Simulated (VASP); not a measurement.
# Ge (Fd-3m) in VASP: a series of runs

Ge is run at these levels: RPBE; tasks: relaxation of cell and atoms.

Program: VASP 6.6.1. These are calculated values, not measurements. Logs are shortened: lines on timing, memory, paths and dates and some standing lists are left out, and cuts for length are marked.

## (1) The cell of the first run

Symmetry: Fd-3m, No. 227, cubic system. The conventional cell has a = 5.658 Å, b = 5.658 Å, c = 5.658 Å, α = 90.00°, β = 90.00°, γ = 90.00°. Within 3.2 Å of Ge (site symmetry -43m) lie 4 Ge at 2.45 Å.

## (2) Relaxation of cell and atoms, RPBE

INCAR

```
PREC = Accurate
ENCUT = 500
EDIFF = 1E-7
ISMEAR = 0
SIGMA = 0.01
LREAL = F
LASPH = T
NELM = 120
ALGO = Normal
ISIF = 3
LWAVE = F
LCHARG = F
GGA = RP
IBRION = 2
NSW = 100
EDIFFG = -0.005
GGA_COMPAT = F
NELMIN = 4
```

KPOINTS

```
regular mesh
0
Gamma
  12 12 12
```

POSCAR

```
Ge
1.0
    0.0000000000      2.8289100000      2.8289100000
    2.8289100000      0.0000000000      2.8289100000
    2.8289100000      2.8289100000      0.0000000000
Ge
2
Direct
    0.0000000000      0.0000000000      0.0000000000
    0.2500000000      0.2500000000      0.2500000000
```

Potentials or basis: VASP PAW PBE potentials, release 64 (Ge_d).

On the command line:

```console
> cat potpaw_PBE.64/Ge_d/POTCAR > POTCAR
> mpirun -np 1 vasp_std > vasp.out
```

OUTCAR:

```text
PREC = Accurate
   ENCUT = 500
   EDIFF = 1E-7
   ISMEAR = 0
   LREAL = F
   LASPH = T
   NELM = 120
   ISIF = 3
   GGA = RP
   IBRION = 2
   NSW = 100
   EDIFFG = -0.005
   NELMIN = 4

 ion  position               nearest neighbor table
   1  0.000  0.000  0.000-   2 2.45   2 2.45   2 2.45   2 2.45
   2  0.250  0.250  0.250-   1 2.45   1 2.45   1 2.45   1 2.45

  LATTYP: Found a face centered cubic cell.
 ALAT       =     5.6578200000

  Lattice vectors:

 A1 = (   0.0000000000,   2.8289100000,   2.8289100000)
 A2 = (   2.8289100000,   0.0000000000,   2.8289100000)
 A3 = (   2.8289100000,   2.8289100000,   0.0000000000)

Analysis of symmetry for initial positions (statically):
=====================================================================
 Subroutine PRICEL returns:
 Original cell was already a primitive cell.

 Routine SETGRP: Setting up the symmetry group for a
 face centered cubic supercell.

 Subroutine GETGRP returns: Found 48 space group operations
 (whereof 24 operations were pure point group operations)
 out of a pool of 48 trial point group operations.

The static configuration has the point symmetry T_d .
 The point group associated with its full space group is O_h .

Analysis of symmetry for dynamics (positions and initial velocities):
=====================================================================
 Subroutine PRICEL returns:
 Original cell was already a primitive cell.

 Routine SETGRP: Setting up the symmetry group for a
 face centered cubic supercell.

 Subroutine GETGRP returns: Found 48 space group operations
 (whereof 24 operations were pure point group operations)
 out of a pool of 48 trial point group operations.

The dynamic configuration has the point symmetry T_d .
 The point group associated with its full space group is O_h .

 Subroutine INISYM returns: Found 48 space group operations
 (whereof 24 operations are pure point group operations),
 and found     1 'primitive' translations

----------------------------------------------------------------------------------------

                                     Primitive cell

  volume of cell :      45.2780

  direct lattice vectors                    reciprocal lattice vectors
     0.000000000  2.828910000  2.828910000    -0.176746521  0.176746521  0.176746521
     2.828910000  0.000000000  2.828910000     0.176746521 -0.176746521  0.176746521
     2.828910000  2.828910000  0.000000000     0.176746521  0.176746521 -0.176746521

  length of vectors
     4.000682889  4.000682889  4.000682889     0.306133954  0.306133954  0.306133954

  position of ions in fractional coordinates (direct lattice)
     0.000000000  0.000000000  0.000000000
     0.250000000  0.250000000  0.250000000

  ion indices of the primitive-cell ions
   primitive index   ion index
                 1           1
                 2           2

----------------------------------------------------------------------------------------

 KPOINTS: regular mesh

Automatic generation of k-mesh.
 Grid dimensions read from file:
 generate k-points for:   12   12   12

 Generating k-lattice:

  Cartesian coordinates                     Fractional coordinates (reciprocal lattice)
    -0.014728877  0.014728877  0.014728877     0.083333333  0.000000000  0.000000000
     0.014728877 -0.014728877  0.014728877     0.000000000  0.083333333  0.000000000
     0.014728877  0.014728877 -0.014728877     0.000000000  0.000000000  0.083333333

  Length of vectors
     0.025511163  0.025511163  0.025511163

  Shift w.r.t. Gamma in fractional coordinates (k-lattice)
     0.000000000  0.000000000  0.000000000

 Subroutine IBZKPT returns following result:
 ===========================================

 Found     72 irreducible k-points:

 Following reciprocal coordinates:
            Coordinates               Weight
  0.000000  0.000000  0.000000      1.000000
  0.083333  0.000000  0.000000      8.000000
  0.166667  0.000000  0.000000      8.000000
  0.250000  0.000000  0.000000      8.000000
  0.333333  0.000000  0.000000      8.000000
  0.416667  0.000000  0.000000      8.000000
[... 16 lines left out ...]
  0.500000  0.166667  0.000000     24.000000
 -0.416667  0.166667  0.000000     24.000000
 [... further k-points ...]
   k-points           NKPTS =     72   k-points in BZ     NKDIM =     72   number of bands    NBANDS=     18
   number of dos      NEDOS =    301   number of ions     NIONS =      2
   total plane-waves  NPLWV =  27000
   dimension x,y,z NGX =    30 NGY =   30 NGZ =   30
   dimension x,y,z NGXF=    60 NGYF=   60 NGZF=   60
   ions per type =               2
   NGX,Y,Z   is equivalent  to a cutoff of  12.47, 12.47, 12.47 a.u.
   NGXF,Y,Z  is equivalent  to a cutoff of  24.93, 24.93, 24.93 a.u.
 SYSTEM =  unknown system
   PREC   = accura    normal or accurate (medium, high low for compatibility)
   ISTART =      0    job   : 0-new  1-cont  2-samecut
   ICHARG =      2    charge: 1-file 2-atom 10-const
   ISPIN  =      1    spin polarized calculation?
   LNONCOLLINEAR =      F non collinear calculations
   LSORBIT =      F    spin-orbit coupling
   LASPH  =      T    aspherical Exc in radial PAW
   ENCUT  =  500.0 eV  36.75 Ry    6.06 a.u.   7.29  7.29  7.29*2*pi/ulx,y,z
   NELM   =    120;   NELMIN=  4; NELMDL= -5     # of ELM steps
   EDIFF  = 0.1E-06   stopping-criterion for ELM
   LREAL  =      F    real-space projection
   EDIFFG = -.5E-02   stopping-criterion for IOM
   NSW    =    100    number of steps for IOM
   IBRION =      2    ionic relax: 0-MD 1-quasi-New 2-CG
   NFREE  =      1    steps in history (QN), initial steepest desc. (CG)
   ISIF   =      3    stress and relaxation
   ISYM   =      2    0-nonsym 1-usesym 2-fastsym
   POTIM  = 0.5000    time-step for ionic-motion
   TEBEG  =    0.0;   TEEND  =   0.0 temperature during run
   PSTRESS=    0.0 pullay stress
   NELECT =      28.0000    total number of electrons
   NUPDOWN=      -1.0000    fix difference up-down
   EMIN   =  10.00;   EMAX   =-10.00  energy-range for DOS
   EFERMI =   0.00;   METHOD = LEGACY
   ISMEAR =     0;   SIGMA  =   0.01  broadening in eV -4-tet -1-fermi 0-gaus
   EFERMI_NEDOS =   21; number of points for ismear=-14 and -15
   IALGO  =     38    algorithm
   IMIX   =      4    mixing-type and parameters
     AMIX     =   0.40;   BMIX     =  1.00
     AMIX_MAG =   1.60;   BMIX_MAG =  1.00
  volume/ion in A,a.u.               =      22.64       152.78
  Fermi-wavevector in a.u.,A,eV,Ry     =   1.394756  2.635708 26.468033  1.945346
  Thomas-Fermi vector in A             =   2.518275
   LORBIT       =      0    0 simple, 1 ext, 2 COOP (PROOUT), +10 PAW based schemes
   GGA     = RP    functional components
   LHFCALC =     F    Hartree Fock is set to
   AEXX    =    0.0000 exact exchange contribution
   IVDW    =     0    specifies the selected vdW correction
   LEPSILON=     F    determine dielectric tensor
   LRPA    =     F    only Hartree local field effects (RPA)
 conjugate gradient relaxation of ions
 non-spin polarized calculation
 Gauss-broadening in eV      SIGMA  =   0.01
  energy-cutoff  :      500.00
  volume of cell :       45.28
 maximum number of plane-waves:      1174
 NGX is ok and might be reduce to    30
   NGX = 15   NGY = 15   NGZ = 15

--------------------------------------- Ionic step        1  -------------------------------------------

 number of electron      28.0000022 magnetization

 Free energy of the ion-electron system (eV)
  ---------------------------------------------------
  ext. energy  EPLUGINS =         0.00000000
  ---------------------------------------------------
  free energy    TOTEN  =        -8.30596612 eV

  energy without entropy =       -8.30596612  energy(sigma->0) =       -8.30596612

 E-fermi :   5.1600     XC(G=0):  -9.7513

 val. band max:        5.1009553146   @ k =   0.0000   0.0000   0.0000
 cond. band min:       5.2505194446   @ k =   0.0000   0.0000   0.0000
 fundamental gap:      0.1495641300
 Fermi energy:         5.1599839543

 k-point     1 :       0.0000    0.0000    0.0000
  band No.  band energies     occupation
      1     -19.7402      2.00000
      2     -19.7402      2.00000
      3     -19.7402      2.00000
      4     -19.7044      2.00000
      5     -19.7044      2.00000
      6     -19.4947      2.00000
[... 10 lines left out ...]
     17       7.6663      0.00000
     18       7.6663      0.00000
[... 541 lines left out ...]
 POSITION                                       TOTAL-FORCE (eV/Angst)
 -----------------------------------------------------------------------------------
      5.86058      2.93029      2.93029         0.000000      0.000000     -0.000000
      1.46515      1.46515      1.46515        -0.000000      0.000000      0.000000
 -----------------------------------------------------------------------------------
    total drift:                                0.000000      0.000000      0.000000

  FREE ENERGIE OF THE ION-ELECTRON SYSTEM (eV)
  ---------------------------------------------------
  free  energy   TOTEN  =        -8.3556654418 eV

  energy  without entropy=       -8.3556523774  energy(sigma->0) =       -8.35565891

--------------------------------------- Ionic step        3  -------------------------------------------

 number of electron      27.9999969 magnetization

 Free energy of the ion-electron system (eV)
  ---------------------------------------------------
  ext. energy  EPLUGINS =         0.00000000
  ---------------------------------------------------
  free energy    TOTEN  =        -8.36205963 eV

  energy without entropy =       -8.36205070  energy(sigma->0) =       -8.36205516

 E-fermi :   4.3793     XC(G=0):  -9.3773

 val. band max:        4.3762646103   @ k =   0.0000   0.0000   0.0000
 cond. band min:       4.4229124118   @ k =   0.5000   0.0000   0.0000
 fundamental gap:      0.0466478015
 Fermi energy:         4.3793096814

 k-point     1 :       0.0000    0.0000    0.0000
  band No.  band energies     occupation
      1     -20.3711      2.00000
      2     -20.3711      2.00000
      3     -20.3711      2.00000
      4     -20.3409      2.00000
      5     -20.3409      2.00000
      6     -20.1693      2.00000
[... 10 lines left out ...]
     17       6.9059      0.00000
     18       6.9059      0.00000
[... 505 lines left out ...]
 POSITION                                       TOTAL-FORCE (eV/Angst)
 -----------------------------------------------------------------------------------
      0.00000      0.00000      0.00000         0.000000      0.000000     -0.000000
      1.45148      1.45148      1.45148        -0.000000     -0.000000      0.000000
 -----------------------------------------------------------------------------------
    total drift:                                0.000000      0.000000      0.000000

  FREE ENERGIE OF THE ION-ELECTRON SYSTEM (eV)
  ---------------------------------------------------
  free  energy   TOTEN  =        -8.3620596262 eV

  energy  without entropy=       -8.3620506990  energy(sigma->0) =       -8.36205516

 reached required accuracy - stopping structural energy minimisation
```

It took 98 s on 1 thread of Intel Xeon Platinum 8488C (Sapphire Rapids), shared host; peak memory 0.19 GiB.

Results:

```yaml
Free_energy: -8.3621 eV
Relaxed_volume: 24.46 Å³/atom
Relaxed_cell: a = 4.105 Å, b = 4.105 Å, c = 4.105 Å, α = 60.00°, β = 60.00°, γ = 60.00°
Space_group_after_relaxing_to_0.1_Å: Fd-3m (No. 227)
Energy_gained_by_relaxing: 28.0 meV/atom
Ionic_steps: 3
Pressure_after_relaxing: 0.0 GPa
Band_gap_on_the_k_mesh: zero (filled and empty bands touch)
```

The path:
```tsv
step	energy change (eV)	largest force (eV/Å)	pressure (GPa)	volume (Å³)
1	0.0000	0.0000	5.26	45.28
2	-0.0497	0.0000	-1.57	50.32
3	-0.0561	0.0000	0.01	48.93
```

Final structure:
```xyz
2
Lattice="0.0000 2.9030 2.9030 2.9030 0.0000 2.9030 2.9030 2.9030 0.0000" Properties=species:S:1:pos:R:3 pbc="T T T"
Ge    0.0000    0.0000    0.0000
Ge    1.4515    1.4515    1.4515
```

Levels at points of the mesh, in eV from the Fermi level:
```csv
k point,band 10,band 11,band 12,band 13,band 14,band 15,band 16,band 17,band 18
"(0.00, 0.00, 0.00)",-24.54,-12.17,-0.55,0.00,0.00,0.00,2.53,2.53,2.53
"(0.50, 0.00, 0.00)",-24.52,-10.27,-7.23,-1.29,-1.29,0.04,3.72,3.72,7.24
"(0.50, 0.50, 0.00)",-24.51,-8.58,-8.58,-2.81,-2.81,0.92,0.92,8.93,8.93
```

Caveat: semilocal functionals underestimate gaps, and a narrow one can read as zero; the PAW data sets were made with another functional, which shifts forces and pressure a little.

## (3) Relaxation of cell and atoms, RPBE

This run uses another cell than the first one, of 24.57 Å³/atom.

INCAR

```
SYSTEM = Ge
ALGO = Normal
EDIFF = 1E-7
EDIFFG = -0.005
ENCUT = 500
GGA = RP
GGA_COMPAT = .False.
IBRION = 2
ISIF = 3
ISMEAR = 0
LASPH = .True.
LCHARG = .False.
LREAL = .False.
LWAVE = .False.
NELM = 120
NELMIN = 4
NSW = 100
PREC = Accurate
SIGMA = 0.1
```

KPOINTS

```
k-points
0
Gamma
  12 12 12
  0 0 0
```

POSCAR

```
Ge
1.0
    0.0000000000      2.9073412388      2.9073412388
    2.9073412388      0.0000000000      2.9073412388
    2.9073412388      2.9073412388      0.0000000000
Ge
2
Direct
    0.0000000000      0.0000000000      0.0000000000
    0.2500000000      0.2500000000      0.2500000000
```

Potentials or basis: VASP PAW PBE potentials, release 64 (Ge_d).

On the command line:

```console
> cat potpaw_PBE.64/Ge_d/POTCAR > POTCAR
> mpirun -np 1 vasp_std > vasp.out
```

OUTCAR:

```text
SYSTEM = Ge
   EDIFF = 1E-7
   EDIFFG = -0.005
   ENCUT = 500
   GGA = RP
   IBRION = 2
   ISIF = 3
   ISMEAR = 0
   LASPH = .True.
   LREAL = .False.
   NELM = 120
   NELMIN = 4
   NSW = 100
   PREC = Accurate

 ion  position               nearest neighbor table
   1  0.000  0.000  0.000-   2 2.52   2 2.52   2 2.52   2 2.52
   2  0.250  0.250  0.250-   1 2.52   1 2.52   1 2.52   1 2.52

  LATTYP: Found a face centered cubic cell.
 ALAT       =     5.8146824776

  Lattice vectors:

 A1 = (   0.0000000000,   2.9073412388,   2.9073412388)
 A2 = (   2.9073412388,   0.0000000000,   2.9073412388)
 A3 = (   2.9073412388,   2.9073412388,   0.0000000000)

Analysis of symmetry for initial positions (statically):
=====================================================================
 Subroutine PRICEL returns:
 Original cell was already a primitive cell.

 Routine SETGRP: Setting up the symmetry group for a
 face centered cubic supercell.

 Subroutine GETGRP returns: Found 48 space group operations
 (whereof 24 operations were pure point group operations)
 out of a pool of 48 trial point group operations.

[... 167 lines left out ...]

------------------------ aborting loop because EDIFF is reached ----------------------------------------

  FORCE on cell =-STRESS in cart. coord.  units (eV):
  Direction    XX          YY          ZZ          XY          YZ          ZX
  --------------------------------------------------------------------------------------
  -------------------------------------------------------------------------------------
  Total       -0.0346870     -0.0346870     -0.0346870      0.0000000      0.0000000      0.0000000
  in kB       -1.1307310     -1.1307310     -1.1307310      0.0000000      0.0000000      0.0000000
  external PRESSURE =      -1.1307310 kB  Pullay stress =       0.0000000 kB
[... 95 lines left out ...]
--------------------------------------- Ionic step        4  -------------------------------------------

 number of electron      27.9999969 magnetization

 Free energy of the ion-electron system (eV)
  ---------------------------------------------------
  ext. energy  EPLUGINS =         0.00000000
  ---------------------------------------------------
  free energy    TOTEN  =        -8.36638910 eV

  energy without entropy =       -8.36597532  energy(sigma->0) =       -8.36618221

 E-fermi :   4.3433     XC(G=0):  -9.3669

 val. band max:        4.2071054990   @ k =   0.0833   0.0000   0.0000
 cond. band min:       4.3556769395   @ k =   0.0000   0.0000   0.0000
 fundamental gap:      0.1485714404
 Fermi energy:         4.3433171605

 k-point     1 :       0.0000    0.0000    0.0000
  band No.  band energies     occupation
      1     -20.3892      2.00000
      2     -20.3892      2.00000
      3     -20.3892      2.00000
      4     -20.3593      2.00000
      5     -20.3593      2.00000
      6     -20.1888      2.00000
[... 481 lines left out ...]
      5     -20.3101      2.00000
      6     -20.2365      2.00000
[... 10 lines left out ...]
     17       8.9633      0.00000
     18      11.6204      0.00000

 [... further k-points ...]
[... 5 lines left out ...]
  --------------------------------------------------------------------------------------
  -------------------------------------------------------------------------------------
  Total        0.0062537      0.0062537      0.0062537      0.0000000      0.0000000      0.0000000
  in kB        0.2043138      0.2043138      0.2043138      0.0000000      0.0000000      0.0000000
  external PRESSURE =       0.2043138 kB  Pullay stress =       0.0000000 kB
[... 17 lines left out ...]
  FREE ENERGIE OF THE ION-ELECTRON SYSTEM (eV)
  ---------------------------------------------------
  free  energy   TOTEN  =        -8.3663890994 eV

  energy  without entropy=       -8.3659753247  energy(sigma->0) =       -8.36618221

 reached required accuracy - stopping structural energy minimisation
```

OSZICAR:

```text
N       E                     dE             d eps       ncg     rms          rms(c)
DAV:   1     0.161220541250E+03    0.16122E+03   -0.15345E+04  2658   0.405E+03
DAV:   2     0.120664613204E+02   -0.14915E+03   -0.14677E+03  2600   0.524E+02
DAV:   3    -0.777797520064E+01   -0.19844E+02   -0.19716E+02  2870   0.146E+02
[... 30 lines left out ...]
DAV:   2    -0.836639958844E+01    0.35505E-04   -0.49297E-05  3352   0.142E-01    0.202E-02
DAV:   3    -0.836638896969E+01    0.10619E-04   -0.19152E-05  3396   0.785E-02    0.505E-03
DAV:   4    -0.836638915552E+01   -0.18584E-06   -0.23039E-06  3246   0.316E-02    0.104E-03
DAV:   5    -0.836638905120E+01    0.10433E-06   -0.16845E-07  1312   0.823E-03    0.701E-04
DAV:   6    -0.836638909939E+01   -0.48194E-07   -0.21204E-08  1296   0.252E-03
   4 F= -.83663891E+01 E0= -.83661822E+01  d E =-.335466E-04
```

CONTCAR:

```text
Ge
   1.00000000000000
    -0.0000000000000000    2.9051753568584018    2.9051753568584018
     2.9051753568584018    0.0000000000000000    2.9051753568584018
     2.9051753568584018    2.9051753568584018    0.0000000000000000
  Ge
     2
Direct
     0.0000000000000000    0.0000000000000000    0.0000000000000000
     0.2500000000000000    0.2500000000000000    0.2500000000000000

  0.00000000E+00  0.00000000E+00  0.00000000E+00
  0.00000000E+00  0.00000000E+00  0.00000000E+00
```

Run time: 1.7 min. Hardware: 1 thread of Intel Xeon Platinum 8488C (Sapphire Rapids), shared host; peak memory 0.2 GiB.

What came out:

```
Free energy                           : -8.3664 eV
Relaxed volume                        : 24.52 Å³/atom
Relaxed cell                          : a = 4.109 Å, b = 4.109 Å, c = 4.109 Å, α = 60.00°, β = 60.00°, γ = 60.00°
Space group after relaxing (to 0.1 Å) : Fd-3m (No. 227)
Energy gained by relaxing             : 0.0 meV/atom
Ionic steps                           : 4
Pressure after relaxing               : 0.0 GPa
Band gap on the k mesh                : zero (filled and empty bands touch)
```

Final structure:
```xyz
2
Lattice="0.0000 2.9052 2.9052 2.9052 0.0000 2.9052 2.9052 2.9052 0.0000" Properties=species:S:1:pos:R:3 pbc="T T T"
Ge    0.0000    0.0000    0.0000
Ge    1.4526    1.4526    1.4526
```

Caveat: semilocal functionals underestimate gaps, and a narrow one can read as zero; the PAW data sets were made with another functional, which shifts forces and pressure a little.

The gap in the log of VASP goes by the Fermi energy; the results here count the filled bands.